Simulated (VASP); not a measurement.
Set up this calculation in VASP 6.6.1, as the native input.

| Property | Result |
| --- | --- |
| Task | single point |
| Functional | PBEsol |
| Potentials or basis | VASP PAW PBE potentials, release 64 (Mn_pv) |
| Cutoff | 520 eV |
| k mesh | 12 × 12 × 12 |
| Occupations | gaussian, width 0.1 eV |
| Spin | collinear spin, ferromagnetic start |
| Starting moments | [3.91, 3.91] μB |
| Dipole correction | no |
| Further INCAR settings | ALGO = Normal; EDIFF = 1e-07; NBANDS = 24 |

The structure of Mn lies in POSCAR:

```
Mn
1.0
    0.0000000000      2.8462517894      2.8462517894
    2.8462517894      0.0000000000      2.8462517894
    2.8462517894      2.8462517894      0.0000000000
Mn
2
Direct
    0.0000000000      0.0000000000      0.0000000000
    0.2500000000      0.2500000000      0.2500000000
```

This isn't the form of Mn at room conditions, which is a 58-atom cubic cell.

One way to write it, as run:

INCAR

```
PREC = Accurate ; ENCUT = 520
EDIFF = 1E-7 ; ISMEAR = 0
SIGMA = 0.1 ; LREAL = False
LASPH = True ; NELM = 150
ALGO = Normal ; ISIF = 2
LWAVE = False ; LCHARG = False
ISPIN = 2 ; MAGMOM = 3.91 3.91
LORBIT = 11 ; LMAXMIX = 4
GGA = PS ; NBANDS = 24
```

KPOINTS

```
regular mesh
0
Gamma
  12 12 12
```

Potentials or basis: VASP PAW PBE potentials, release 64 (Mn_pv).

The run is started by

```bash
$ cat potpaw_PBE.64/Mn_pv/POTCAR > POTCAR
$ mpirun -np 1 vasp_std > vasp.out
```

Results of the run:

```
Pressure                                              : 0.0 GPa
Net moment                                            : 7.75 μB per cell
Site moments                                          : Mn +3.68 μB
Valence electrons inside the program's atomic spheres : Mn 11.54
```

Caveat: the PAW data sets were made with another functional, which shifts forces and pressure a little.

Run time: 72 s on 1 thread of Intel(R) Xeon(R) 6975P-C (Granite Rapids), with other jobs on the host, peak memory 0.25 GiB.
